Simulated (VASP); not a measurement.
# GeIrPt6 (P-6m2) in VASP: further runs, part 2 of 2

VASP 6.6.1. Earlier steps stand in the parts before.

## 3. Single point, PBE

Input file INCAR:

```
SYSTEM = GeIrPt6
  ALGO = Normal
  EDIFF = 1E-6
  ENCUT = 500
  GGA = PE
  GGA_COMPAT = .False.
  ISIF = 2
  ISMEAR = 0
  LASPH = .True.
  LCHARG = .False.
  LREAL = .False.
  LWAVE = .False.
  NBANDS = 52
  NELM = 120
  PREC = Accurate
  SIGMA = 0.2
```

Input file KPOINTS:

```
k-points
0
Gamma
  3 3 4
  0 0 0
```

Input file POSCAR:

```
GeIrPt6
1.0
    5.5534924833      0.0000000026      0.0000000000
   -2.7767462439      4.8094655689      0.0000000000
    0.0000000000      0.0000000000      4.6536947067
Ge Ir Pt
1 1 6
Direct
    0.6666666667      0.3333333333      0.0000000000
    0.3333333333      0.6666666667      0.5000000000
    0.3314142628      0.1657071314      0.5000000000
    0.8342928686      0.1657071314      0.5000000000
    0.8342928686      0.6685857372      0.5000000000
    0.6611544174      0.8305772087      0.0000000000
    0.1694227913      0.8305772087      0.0000000000
    0.1694227913      0.3388455826      0.0000000000
```

Potentials or basis: VASP PAW PBE potentials, release 64 (Ge_d, Ir, Pt).

Launch:

```bash
cat potpaw_PBE.64/Ge_d/POTCAR potpaw_PBE.64/Ir/POTCAR potpaw_PBE.64/Pt/POTCAR > POTCAR
mpirun -np 1 vasp_std > vasp.out
```

OUTCAR:

```text
SYSTEM = GeIrPt6
   EDIFF = 1E-6
   ENCUT = 500
   GGA = PE
   ISIF = 2
   ISMEAR = 0
   LASPH = .True.
   LREAL = .False.
   NELM = 120
   PREC = Accurate

 ion  position               nearest neighbor table
   1  0.667  0.333  0.000-   6 2.78   8 2.78   7 2.78   7 2.78   6 2.78   8 2.78   4 2.83   4 2.83
                             5 2.83   5 2.83   3 2.83   3 2.83
   2  0.333  0.667  0.500-   3 2.78   5 2.78   4 2.78   4 2.78   3 2.78   5 2.78   7 2.81   7 2.81
                             8 2.81   8 2.81   6 2.81   6 2.81
   3  0.331  0.166  0.500-   5 2.76   4 2.76   2 2.78   2 2.78   5 2.79   4 2.79   7 2.83   7 2.83
                             8 2.83   8 2.83   1 2.83   1 2.83
   4  0.834  0.166  0.500-   5 2.76   3 2.76   2 2.78   2 2.78   5 2.79   3 2.79   6 2.83   6 2.83
                             8 2.83   8 2.83   1 2.83   1 2.83
   5  0.834  0.669  0.500-   4 2.76   3 2.76   2 2.78   2 2.78   4 2.79   3 2.79   6 2.83   6 2.83
                             7 2.83   7 2.83   1 2.83   1 2.83
   6  0.661  0.831  0.000-   8 2.73   7 2.73   1 2.78   1 2.78   2 2.81   2 2.81   8 2.82   7 2.82
                             4 2.83   4 2.83   5 2.83   5 2.83
   7  0.169  0.831  0.000-   8 2.73   6 2.73   1 2.78   1 2.78   2 2.81   2 2.81   8 2.82   6 2.82
                             3 2.83   3 2.83   5 2.83   5 2.83
   8  0.169  0.339  0.000-   7 2.73   6 2.73   1 2.78   1 2.78   2 2.81   2 2.81   7 2.82   6 2.82
                             3 2.83   3 2.83   4 2.83   4 2.83

  LATTYP: Found a hexagonal cell.
 ALAT       =     5.5534924833
 C/A-ratio  =     0.8379762322

  Lattice vectors:

 A1 = (   5.5534924833,   0.0000000026,   0.0000000000)
 A2 = (  -2.7767462439,   4.8094655689,   0.0000000000)
 A3 = (   0.0000000000,   0.0000000000,   4.6536947067)

Analysis of symmetry for initial positions (statically):
=====================================================================
 Subroutine PRICEL returns:
 Original cell was already a primitive cell.

 Routine SETGRP: Setting up the symmetry group for a
 hexagonal supercell.

 Subroutine GETGRP returns: Found 12 space group operations
 (whereof 12 operations were pure point group operations)
 out of a pool of 24 trial point group operations.

The static configuration has the point symmetry D_3h.

Analysis of symmetry for dynamics (positions and initial velocities):
=====================================================================
 Subroutine PRICEL returns:
 Original cell was already a primitive cell.

 Routine SETGRP: Setting up the symmetry group for a
 hexagonal supercell.

 Subroutine GETGRP returns: Found 12 space group operations
 (whereof 12 operations were pure point group operations)
 out of a pool of 24 trial point group operations.

The dynamic configuration has the point symmetry D_3h.

 Subroutine INISYM returns: Found 12 space group operations
 (whereof 12 operations are pure point group operations),
 and found     1 'primitive' translations

----------------------------------------------------------------------------------------

                                     Primitive cell

  volume of cell :     124.2971

  direct lattice vectors                    reciprocal lattice vectors
     5.553492483  0.000000003  0.000000000     0.180066868  0.103961655  0.000000000
    -2.776746244  4.809465569  0.000000000    -0.000000000  0.207923310  0.000000000
     0.000000000  0.000000000  4.653694707     0.000000000  0.000000000  0.214883026

  length of vectors
     5.553492483  5.553492483  4.653694707     0.207923310  0.207923310  0.214883026

[... 60 lines left out ...]
   total plane-waves  NPLWV =  63504
   dimension x,y,z NGX =    42 NGY =   42 NGZ =   36
   dimension x,y,z NGXF=    84 NGYF=   84 NGZF=   72
   ions per type =               1   1   6
   NGX,Y,Z   is equivalent  to a cutoff of  12.57, 12.57, 12.86 a.u.
   NGXF,Y,Z  is equivalent  to a cutoff of  25.15, 25.15, 25.72 a.u.
 SYSTEM =  GeIrPt6
   PREC   = accura    normal or accurate (medium, high low for compatibility)
   ISTART =      0    job   : 0-new  1-cont  2-samecut
   ICHARG =      2    charge: 1-file 2-atom 10-const
   ISPIN  =      1    spin polarized calculation?
   LNONCOLLINEAR =      F non collinear calculations
   LSORBIT =      F    spin-orbit coupling
   LASPH  =      T    aspherical Exc in radial PAW
   ENCUT  =  500.0 eV  36.75 Ry    6.06 a.u.  10.13 10.13  8.48*2*pi/ulx,y,z
   NELM   =    120;   NELMIN=  2; NELMDL= -5     # of ELM steps
   EDIFF  = 0.1E-05   stopping-criterion for ELM
   LREAL  =      F    real-space projection
   EDIFFG = 0.1E-04   stopping-criterion for IOM
   NSW    =      0    number of steps for IOM
   IBRION =     -1    ionic relax: 0-MD 1-quasi-New 2-CG
   NFREE  =      0    steps in history (QN), initial steepest desc. (CG)
   ISIF   =      2    stress and relaxation
   ISYM   =      2    0-nonsym 1-usesym 2-fastsym
   POTIM  = 0.5000    time-step for ionic-motion
   TEBEG  =    0.0;   TEEND  =   0.0 temperature during run
   PSTRESS=    0.0 pullay stress
   NELECT =      83.0000    total number of electrons
   NUPDOWN=      -1.0000    fix difference up-down
   EMIN   =  10.00;   EMAX   =-10.00  energy-range for DOS
   EFERMI =   0.00;   METHOD = LEGACY
   ISMEAR =     0;   SIGMA  =   0.20  broadening in eV -4-tet -1-fermi 0-gaus
   EFERMI_NEDOS =   21; number of points for ismear=-14 and -15
   IALGO  =     38    algorithm
   IMIX   =      4    mixing-type and parameters
     AMIX     =   0.40;   BMIX     =  1.00
     AMIX_MAG =   1.60;   BMIX_MAG =  1.00
  volume/ion in A,a.u.               =      15.54       104.85
  Fermi-wavevector in a.u.,A,eV,Ry     =   1.430915  2.704038 27.858178  2.047518
  Thomas-Fermi vector in A             =   2.550709
   LORBIT       =      0    0 simple, 1 ext, 2 COOP (PROOUT), +10 PAW based schemes
   GGA     = PE    functional components
   LHFCALC =     F    Hartree Fock is set to
   AEXX    =    0.0000 exact exchange contribution
   IVDW    =     0    specifies the selected vdW correction
   LEPSILON=     F    determine dielectric tensor
   LRPA    =     F    only Hartree local field effects (RPA)
 non-spin polarized calculation
 Gauss-broadening in eV      SIGMA  =   0.20
  energy-cutoff  :      500.00
  volume of cell :      124.30
 maximum number of plane-waves:      3186
 NGX is ok and might be reduce to    42
   NGX = 21   NGY = 21   NGZ = 17

 number of electron      83.0000021 magnetization

 Free energy of the ion-electron system (eV)
  ---------------------------------------------------
  ext. energy  EPLUGINS =         0.00000000
  ---------------------------------------------------
  free energy    TOTEN  =       -50.44387714 eV

  energy without entropy =      -50.23513444  energy(sigma->0) =      -50.33950579

 E-fermi :  10.2861     XC(G=0): -13.1975

 val. band max:       10.2801043186   @ k =   0.0000   0.0000   0.0000
 cond. band min:      10.2998074529   @ k =   0.3333  -0.0000   0.2500
 fundamental gap:      0.0197031343
 Fermi energy:        10.2860991158

 k-point     1 :       0.0000    0.0000    0.0000
  band No.  band energies     occupation
      1     -14.7241      2.00000
      2     -14.7241      2.00000
      3     -14.7112      2.00000
      4     -14.7070      2.00000
      5     -14.7070      2.00000
      6      -1.0519      2.00000
[... 484 lines left out ...]
     51      16.1854      0.00000
     52      18.2541      0.00000

------------------------ aborting loop because EDIFF is reached ----------------------------------------

  FORCE on cell =-STRESS in cart. coord.  units (eV):
  Direction    XX          YY          ZZ          XY          YZ          ZX
  --------------------------------------------------------------------------------------
  -------------------------------------------------------------------------------------
  Total       -0.2668901     -0.2668901     -0.1829444     -0.0000000     -0.0000000      0.0000000
  in kB       -3.4401882     -3.4401882     -2.3581356     -0.0000000     -0.0000000      0.0000000
  external PRESSURE =      -3.0795040 kB  Pullay stress =       0.0000000 kB

 VOLUME and BASIS-vectors are now :
 -----------------------------------------------------------------------------
  energy-cutoff  :      500.00
  volume of cell :      124.30
      direct lattice vectors                 reciprocal lattice vectors
     5.553492483  0.000000003  0.000000000     0.180066868  0.103961655  0.000000000
    -2.776746244  4.809465569  0.000000000    -0.000000000  0.207923310  0.000000000
     0.000000000  0.000000000  4.653694707     0.000000000  0.000000000  0.214883026

 POSITION                                       TOTAL-FORCE (eV/Angst)
 -----------------------------------------------------------------------------------
      2.77675      1.60316      0.00000         0.000000     -0.000000      0.000000
     -0.00000      3.20631      2.32685         0.000000     -0.000000      0.000000
      1.38038      0.79696      2.32685        -0.007586     -0.004380     -0.000000
      4.17311      0.79696      2.32685         0.007586     -0.004380     -0.000000
      2.77675      3.21554      2.32685        -0.000000      0.008760     -0.000000
      1.36541      3.99463      0.00000         0.000445      0.000257     -0.000000
     -1.36541      3.99463      0.00000        -0.000445      0.000257     -0.000000
     -0.00000      1.62967      0.00000         0.000000     -0.000514      0.000000
 -----------------------------------------------------------------------------------
    total drift:                               -0.000000      0.000000      0.000000

  FREE ENERGIE OF THE ION-ELECTRON SYSTEM (eV)
  ---------------------------------------------------
  free  energy   TOTEN  =       -50.4438771405 eV

  energy  without entropy=      -50.2351344422  energy(sigma->0) =      -50.33950579
```

Wall time 1.9 min (1 thread of AMD EPYC 7R43 (Zen 3), shared host); peak memory 0.22 GiB.

Results:

```yaml
Free_energy: -50.4439 eV
Pressure: -0.3 GPa
Largest_force: 0.009 eV/Å
```

Forces on the atoms (eV/Å):
```
Ge   0.000  0.000  0.000
Ir   0.000  0.000  0.000
Pt  -0.008 -0.004  0.000
Pt   0.008 -0.004  0.000
Pt   0.000  0.009  0.000
Pt   0.000  0.000  0.000
Pt   0.000  0.000  0.000
Pt   0.000 -0.001  0.000
```

Stress tensor (GPa, compression positive):
```
-0.34  0.00  0.00
 0.00 -0.34  0.00
 0.00  0.00 -0.24
```

Caveat: the k points lie up to 0.44 Å⁻¹ apart; spin-orbit coupling is left out, which moves the levels of the heavy elements.
